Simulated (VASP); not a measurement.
# Si (Fd-3m) in VASP: further runs

The runs below take Si through single point, relaxation of cell and atoms, with PBEsol.

Everything below comes from runs of VASP 6.6.1. Logs are shortened: lines on timing, memory, paths and dates and some standing lists are left out, and cuts for length are marked.

## 1. The cell of the first run

The structure is cubic, space group Fd-3m (No. 227). Conventional cell: a = 5.307 Å, b = 5.307 Å, c = 5.307 Å, α = 90.00°, β = 90.00°, γ = 90.00°. Within 3.0 Å of Si (site symmetry -43m) lie 4 Si at 2.30 Å.

## 2. Single point, PBEsol

INCAR

```
PREC = Accurate
ENCUT = 520
EDIFF = 1E-7
ISMEAR = 0
SIGMA = 0.02
LREAL = F
LASPH = T
NELM = 100
ALGO = Normal
ISIF = 2
LWAVE = F
LCHARG = T
GGA = PS
LELF = T
LVHAR = T
NBANDS = 11
```

KPOINTS

```
Automatic mesh
0
Gamma
  12 12 12
```

POSCAR

```
Si
1.0
    0.0000000000      2.6532741778      2.6532741778
    2.6532741778      0.0000000000      2.6532741778
    2.6532741778      2.6532741778      0.0000000000
Si
2
Direct
    0.7500000000      0.7500000000      0.7500000000
    0.5000000000      0.5000000000      0.5000000000
```

Potentials or basis: VASP PAW PBE potentials, release 64 (Si).

Command:

```bash
$ cat potpaw_PBE.64/Si/POTCAR > POTCAR
$ mpirun -np 1 vasp_std > vasp.out
```

OUTCAR:

```text
PREC = Accurate
   ENCUT = 520
   EDIFF = 1E-7
   ISMEAR = 0
   LREAL = F
   LASPH = T
   NELM = 100
   ISIF = 2
   GGA = PS

 ion  position               nearest neighbor table
   1  0.750  0.750  0.750-   2 2.30   2 2.30   2 2.30   2 2.30
   2  0.500  0.500  0.500-   1 2.30   1 2.30   1 2.30   1 2.30

  LATTYP: Found a face centered cubic cell.
 ALAT       =     5.3065483556

  Lattice vectors:

 A1 = (   0.0000000000,   2.6532741778,   2.6532741778)
 A2 = (   2.6532741778,   0.0000000000,   2.6532741778)
 A3 = (   2.6532741778,   2.6532741778,   0.0000000000)

Analysis of symmetry for initial positions (statically):
=====================================================================
 Subroutine PRICEL returns:
 Original cell was already a primitive cell.

 Routine SETGRP: Setting up the symmetry group for a
 face centered cubic supercell.

 Subroutine GETGRP returns: Found 48 space group operations
 (whereof 24 operations were pure point group operations)
 out of a pool of 48 trial point group operations.

The static configuration has the point symmetry T_d .
 The point group associated with its full space group is O_h .

Analysis of symmetry for dynamics (positions and initial velocities):
=====================================================================
 Subroutine PRICEL returns:
 Original cell was already a primitive cell.

 Routine SETGRP: Setting up the symmetry group for a
 face centered cubic supercell.

 Subroutine GETGRP returns: Found 48 space group operations
 (whereof 24 operations were pure point group operations)
 out of a pool of 48 trial point group operations.

The dynamic configuration has the point symmetry T_d .
 The point group associated with its full space group is O_h .

 Subroutine INISYM returns: Found 48 space group operations
 (whereof 24 operations are pure point group operations),
 and found     1 'primitive' translations

----------------------------------------------------------------------------------------

                                     Primitive cell

  volume of cell :      37.3574

  direct lattice vectors                    reciprocal lattice vectors
     0.000000000  2.653274178  2.653274178    -0.188446412  0.188446412  0.188446412
     2.653274178  0.000000000  2.653274178     0.188446412 -0.188446412  0.188446412
     2.653274178  2.653274178  0.000000000     0.188446412  0.188446412 -0.188446412

  length of vectors
     3.752296327  3.752296327  3.752296327     0.326398761  0.326398761  0.326398761

  position of ions in fractional coordinates (direct lattice)
     0.750000000  0.750000000  0.750000000
     0.500000000  0.500000000  0.500000000

  ion indices of the primitive-cell ions
   primitive index   ion index
                 1           1
                 2           2

----------------------------------------------------------------------------------------

 KPOINTS: Automatic mesh

Automatic generation of k-mesh.
 Grid dimensions read from file:
 generate k-points for:   12   12   12

 Generating k-lattice:

  Cartesian coordinates                     Fractional coordinates (reciprocal lattice)
    -0.015703868  0.015703868  0.015703868     0.083333333  0.000000000  0.000000000
     0.015703868 -0.015703868  0.015703868     0.000000000  0.083333333  0.000000000
     0.015703868  0.015703868 -0.015703868     0.000000000  0.000000000  0.083333333

  Length of vectors
     0.027199897  0.027199897  0.027199897

  Shift w.r.t. Gamma in fractional coordinates (k-lattice)
     0.000000000  0.000000000  0.000000000

 Subroutine IBZKPT returns following result:
 ===========================================

 Found     72 irreducible k-points:

 Following reciprocal coordinates:
            Coordinates               Weight
  0.000000  0.000000  0.000000      1.000000
  0.083333  0.000000  0.000000      8.000000
  0.166667  0.000000  0.000000      8.000000
  0.250000  0.000000  0.000000      8.000000
  0.333333  0.000000  0.000000      8.000000
  0.416667  0.000000  0.000000      8.000000
[... 16 lines left out ...]
  0.500000  0.166667  0.000000     24.000000
 -0.416667  0.166667  0.000000     24.000000
 [... further k-points ...]
   k-points           NKPTS =     72   k-points in BZ     NKDIM =     72   number of bands    NBANDS=     11
   number of dos      NEDOS =    301   number of ions     NIONS =      2
   total plane-waves  NPLWV =  21952
   dimension x,y,z NGX =    28 NGY =   28 NGZ =   28
   dimension x,y,z NGXF=    56 NGYF=   56 NGZF=   56
   ions per type =               2
   NGX,Y,Z   is equivalent  to a cutoff of  12.41, 12.41, 12.41 a.u.
   NGXF,Y,Z  is equivalent  to a cutoff of  24.81, 24.81, 24.81 a.u.
 SYSTEM =  unknown system
   PREC   = accura    normal or accurate (medium, high low for compatibility)
   ISTART =      0    job   : 0-new  1-cont  2-samecut
   ICHARG =      2    charge: 1-file 2-atom 10-const
   ISPIN  =      1    spin polarized calculation?
   LNONCOLLINEAR =      F non collinear calculations
   LSORBIT =      F    spin-orbit coupling
   LASPH  =      T    aspherical Exc in radial PAW
   ENCUT  =  520.0 eV  38.22 Ry    6.18 a.u.   6.98  6.98  6.98*2*pi/ulx,y,z
   NELM   =    100;   NELMIN=  2; NELMDL= -5     # of ELM steps
   EDIFF  = 0.1E-06   stopping-criterion for ELM
   LREAL  =      F    real-space projection
   EDIFFG = 0.1E-05   stopping-criterion for IOM
   NSW    =      0    number of steps for IOM
   IBRION =     -1    ionic relax: 0-MD 1-quasi-New 2-CG
   NFREE  =      0    steps in history (QN), initial steepest desc. (CG)
   ISIF   =      2    stress and relaxation
   ISYM   =      2    0-nonsym 1-usesym 2-fastsym
   POTIM  = 0.5000    time-step for ionic-motion
   TEBEG  =    0.0;   TEEND  =   0.0 temperature during run
   PSTRESS=    0.0 pullay stress
   NELECT =       8.0000    total number of electrons
   NUPDOWN=      -1.0000    fix difference up-down
   EMIN   =  10.00;   EMAX   =-10.00  energy-range for DOS
   EFERMI =   0.00;   METHOD = LEGACY
   ISMEAR =     0;   SIGMA  =   0.02  broadening in eV -4-tet -1-fermi 0-gaus
   EFERMI_NEDOS =   21; number of points for ismear=-14 and -15
   IALGO  =     38    algorithm
   IMIX   =      4    mixing-type and parameters
     AMIX     =   0.40;   BMIX     =  1.00
     AMIX_MAG =   1.60;   BMIX_MAG =  1.00
  volume/ion in A,a.u.               =      18.68       126.05
  Fermi-wavevector in a.u.,A,eV,Ry     =   0.979443  1.850880 13.052198  0.959309
  Thomas-Fermi vector in A             =   2.110297
   LORBIT       =      0    0 simple, 1 ext, 2 COOP (PROOUT), +10 PAW based schemes
   GGA     = PS    functional components
   LHFCALC =     F    Hartree Fock is set to
   AEXX    =    0.0000 exact exchange contribution
   IVDW    =     0    specifies the selected vdW correction
   LEPSILON=     F    determine dielectric tensor
   LRPA    =     F    only Hartree local field effects (RPA)
 non-spin polarized calculation
 Gauss-broadening in eV      SIGMA  =   0.02
  energy-cutoff  :      520.00
  volume of cell :       37.36
 maximum number of plane-waves:      1036
   NGX = 13   NGY = 13   NGZ = 13

 number of electron       8.0000000 magnetization

 Free energy of the ion-electron system (eV)
  ---------------------------------------------------
  ext. energy  EPLUGINS =         0.00000000
  ---------------------------------------------------
  free energy    TOTEN  =       -11.42867601 eV

  energy without entropy =      -11.42867601  energy(sigma->0) =      -11.42867601

 E-fermi :   6.6129     XC(G=0):  -9.8220

 val. band max:        6.5154464345   @ k =   0.0000   0.0000   0.0000
 cond. band min:       6.8403962984   @ k =   0.4167   0.4167   0.0000
 fundamental gap:      0.3249498639
 Fermi energy:         6.6128837013

 k-point     1 :       0.0000    0.0000    0.0000
  band No.  band energies     occupation
      1      -5.9687      2.00000
      2       6.5154      2.00000
      3       6.5154      2.00000
      4       6.5154      2.00000
      5       9.0573      0.00000
      6       9.0573      0.00000
      7       9.0573      0.00000
      8      10.6497      0.00000
      9      14.2377      0.00000
     10      14.2377      0.00000
     11      14.5166      0.00000

 k-point     2 :       0.0833    0.0000    0.0000
  band No.  band energies     occupation
      1      -5.8718      2.00000
      2       5.6383      2.00000
      3       6.3585      2.00000
      4       6.3585      2.00000
      5       9.1877      0.00000
      6       9.2872      0.00000
      7       9.2872      0.00000
      8      11.2202      0.00000
      9      13.9386      0.00000
     10      13.9386      0.00000
     11      14.9320      0.00000

 k-point     3 :       0.1667    0.0000    0.0000
  band No.  band energies     occupation
      1      -5.5838      2.00000
      2       4.0512      2.00000
      3       6.0300      2.00000
      4       6.0300      2.00000
      5       9.0119      0.00000
      6       9.7482      0.00000
      7       9.7482      0.00000
      8      12.5560      0.00000
      9      13.5380      0.00000
     10      13.5380      0.00000
     11      15.6925      0.00000
[... 267 lines left out ...]
 k-point    23 :       0.5000    0.1667    0.0000
  band No.  band energies     occupation
      1      -3.2814      2.00000
      2      -0.4042      2.00000
      3       3.5660      2.00000
      4       4.6119      2.00000
      5       8.4539      0.00000
      6      10.7546      0.00000
      7      11.1312      0.00000
      8      13.0602      0.00000
      9      16.0362      0.00000
     10      17.1737      0.00000
     11      18.6603      0.00000

 k-point    24 :      -0.4167    0.1667    0.0000
  band No.  band energies     occupation
      1      -3.1506      2.00000
      2      -0.5840      2.00000
      3       3.3298      2.00000
      4       4.8140      2.00000
      5       8.6328      0.00000
      6      10.6852      0.00000
      7      10.8876      0.00000
      8      14.6858      0.00000
      9      15.2800      0.00000
     10      15.4137      0.00000
     11      17.8988      0.00000

 [... further k-points ...]

------------------------ aborting loop because EDIFF is reached ----------------------------------------

  FORCE on cell =-STRESS in cart. coord.  units (eV):
  Direction    XX          YY          ZZ          XY          YZ          ZX
  --------------------------------------------------------------------------------------
  -------------------------------------------------------------------------------------
  Total        1.8347687      1.8347687      1.8347687      0.0000000      0.0000000      0.0000000
  in kB       78.6892723     78.6892723     78.6892723      0.0000000      0.0000000      0.0000000
  external PRESSURE =      78.6892723 kB  Pullay stress =       0.0000000 kB

 VOLUME and BASIS-vectors are now :
 -----------------------------------------------------------------------------
  energy-cutoff  :      520.00
  volume of cell :       37.36
      direct lattice vectors                 reciprocal lattice vectors
     0.000000000  2.653274178  2.653274178    -0.188446412  0.188446412  0.188446412
     2.653274178  0.000000000  2.653274178     0.188446412 -0.188446412  0.188446412
     2.653274178  2.653274178  0.000000000     0.188446412  0.188446412 -0.188446412

 POSITION                                       TOTAL-FORCE (eV/Angst)
 -----------------------------------------------------------------------------------
      3.97991      3.97991      3.97991         0.000000      0.000000      0.000000
      2.65327      2.65327      2.65327        -0.000000     -0.000000     -0.000000
 -----------------------------------------------------------------------------------
    total drift:                                0.000000      0.000000     -0.000000

  FREE ENERGIE OF THE ION-ELECTRON SYSTEM (eV)
  ---------------------------------------------------
  free  energy   TOTEN  =       -11.4286760148 eV

  energy  without entropy=      -11.4286760148  energy(sigma->0) =      -11.42867601
```

Run time: 25 s. Hardware: 1 thread of Intel Xeon Platinum 8259CL at 2.50GHz (Skylake/Cascade Lake), shared host; peak memory 0.16 GiB.

Results:

| Property | Result |
| --- | --- |
| Free energy | -11.4287 eV |
| Pressure | 7.9 GPa |
| Band gap on the k mesh | 0.33 eV, indirect (least direct gap 2.54 eV) |

Levels at points of the mesh, in eV from the valence-band top:
```tsv
k point	band 1	band 2	band 3	band 4	band 5	band 6	band 7	band 8	band 9
(0.00, 0.00, 0.00)	-12.48	0.00	0.00	0.00	2.54	2.54	2.54	4.13	7.72
(0.50, 0.00, 0.00)	-9.95	-7.36	-1.26	-1.26	1.71	3.23	3.23	7.60	10.69
(0.50, 0.50, 0.00)	-8.06	-8.06	-3.06	-3.06	0.44	0.44	10.67	10.67	11.16
```

Caveat: the PAW data sets were made with another functional, which shifts forces and pressure a little.

## 3. Relaxation of cell and atoms, PBEsol, target pressure 7.75 GPa, at which the enthalpy is minimised

This run uses another cell than the first one, of 19.98 Å³/atom, 1.070 times its volume.

INCAR

```
SYSTEM = Si
PREC = Accurate
ENCUT = 600
EDIFF = 1E-7
ISMEAR = 0
SIGMA = 0.02
LREAL = .FALSE.
LASPH = .TRUE.
NELM = 100
ALGO = Normal
ISIF = 3
LWAVE = .FALSE.
LCHARG = .FALSE.
GGA = PS
IBRION = 2
NSW = 100
EDIFFG = -0.002
PSTRESS = 77.5
```

KPOINTS

```
regular mesh
0
G
  12 12 12
  0 0 0
```

POSCAR

```
Si
1.0
    0.0000000000      2.7135600000      2.7135600000
    2.7135600000      0.0000000000      2.7135600000
    2.7135600000      2.7135600000      0.0000000000
Si
2
Direct
    0.7500000000      0.7500000000      0.7500000000
    0.5000000000      0.5000000000      0.5000000000
```

Potentials or basis: VASP PAW PBE potentials, release 64 (Si).

Command:

```bash
$ cat potpaw_PBE.64/Si/POTCAR > POTCAR
$ mpirun -np 1 vasp_std > vasp.out
```

Run time: 66 s. Hardware: 1 thread of Intel Xeon Platinum 8259CL at 2.50GHz (Skylake/Cascade Lake), shared host; peak memory 0.18 GiB.

It converged, with:

| Quantity | Value |
| --- | --- |
| Free energy | -11.4305 eV |
| Relaxed volume | 18.70 Å³/atom |
| Relaxed cell | a = 3.754 Å, b = 3.754 Å, c = 3.754 Å, α = 60.00°, β = 60.00°, γ = 60.00° |
| Space group after relaxing (to 0.05 Å) | Fd-3m (No. 227) |
| Energy change on relaxing (the enthalpy is what falls) | +31.2 meV/atom |
| Ionic steps | 6 |
| Pressure after relaxing | 7.8 GPa |
| Band gap on the k mesh | 0.33 eV, indirect (least direct gap 2.54 eV) |

The path:
| step | energy change (eV) | largest force (eV/Å) | pressure (GPa) | volume (Å³) |
| --- | --- | --- | --- | --- |
| 1 | 0.0000 | 0.0000 | 0.45 | 39.96 |
| 2 | 0.2527 | 0.0000 | 17.48 | 34.93 |
| 3 | 0.0610 | 0.0000 | 7.65 | 37.42 |
| 4 | 0.0634 | 0.0000 | 7.82 | 37.37 |
| 5 | 0.0615 | 0.0000 | 7.69 | 37.41 |
| 6 | 0.0625 | 0.0000 | 7.75 | 37.39 |

Final structure:
```
Si
1.0
     0.00000    2.65414    2.65414
     2.65414    0.00000    2.65414
     2.65414    2.65414    0.00000
Si
2
Direct
  0.75000 0.75000 0.75000
  0.50000 0.50000 0.50000
```

Levels at points of the mesh, in eV from the valence-band top:
```tsv
k point	band 1	band 2	band 3	band 4	band 5	band 6	band 7	band 8
(0.00, 0.00, 0.00)	-12.48	0.00	0.00	0.00	2.54	2.54	2.54	4.12
(0.50, 0.00, 0.00)	-9.95	-7.35	-1.26	-1.26	1.71	3.23	3.23	7.60
(0.50, 0.50, 0.00)	-8.06	-8.06	-3.06	-3.06	0.45	0.45	10.66	10.66
```

Caveat: the cell is relaxed towards a set pressure, so the enthalpy falls and the energy may rise; the PAW data sets were made with another functional, which shifts forces and pressure a little. A k mesh can miss the band edges.
